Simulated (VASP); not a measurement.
Wanted: the native input for a VASP 6.6.1 run.

```
Task                   : single point
Functional             : r2SCAN
Potentials or basis    : VASP PAW PBE potentials, release 64 (Cd, Se)
Cutoff                 : 520 eV
k mesh                 : 10 × 10 × 10
Occupations            : gaussian, width 0.05 eV
Spin                   : no spin polarisation
Dipole correction      : no
Further INCAR settings : ALGO = Normal; EDIFF = 1e-06; NBANDS = 16
```

The system is CdSe.

```
Cd Se
1.0
     0.00000    2.88010    2.88010
     2.88010    0.00000    2.88010
     2.88010    2.88010    0.00000
Cd Se
1 1
Direct
  0.00000 0.00000 0.00000
  0.50000 0.50000 0.50000
```

This cell differs from its parent crystal: volume scaled by 1.040.

One way to write it, as run:

POSCAR

```
CdSe
1.0
    0.0000000000      2.8800997281      2.8800997281
    2.8800997281      0.0000000000      2.8800997281
    2.8800997281      2.8800997281      0.0000000000
Cd Se
1 1
Direct
    0.0000000000      0.0000000000      0.0000000000
    0.5000000000      0.5000000000      0.5000000000
```

INCAR.step1

```
  ALGO = Normal
  EDIFF = 1E-4
  ENCUT = 520
  GGA = PE
  ISMEAR = 0
  LASPH = T
  LCHARG = F
  LREAL = F
  LWAVE = T
  NBANDS = 16
  NELM = 100
  PREC = Accurate
  SIGMA = 0.05
```

INCAR.step2

```
  ALGO = Normal
  EDIFF = 1E-6
  ENCUT = 520
  ISIF = 2
  ISMEAR = 0
  ISTART = 1
  LASPH = T
  LCHARG = F
  LMIXTAU = T
  LREAL = F
  LWAVE = F
  METAGGA = R2SCAN
  NBANDS = 16
  NELM = 100
  PREC = Accurate
  SIGMA = 0.05
```

KPOINTS

```
k-points
0
Gamma
  10 10 10
```

Potentials or basis: VASP PAW PBE potentials, release 64 (Cd, Se).

The run is started by

```sh
$ cat potpaw_PBE.64/Cd/POTCAR potpaw_PBE.64/Se/POTCAR > POTCAR
$ cp INCAR.step1 INCAR
$ mpirun -np 1 vasp_std > vasp.out
$ cp INCAR.step2 INCAR
$ mpirun -np 1 vasp_std > vasp.out
```

Results of the run:

```yaml
Pressure: -2.2 GPa
```

Caveat: the PAW data sets were made with another functional, which shifts forces and pressure a little.

Run time: 3.9 min on 1 thread of Intel Xeon 8259CL, on a shared host, peak memory 0.19 GiB.
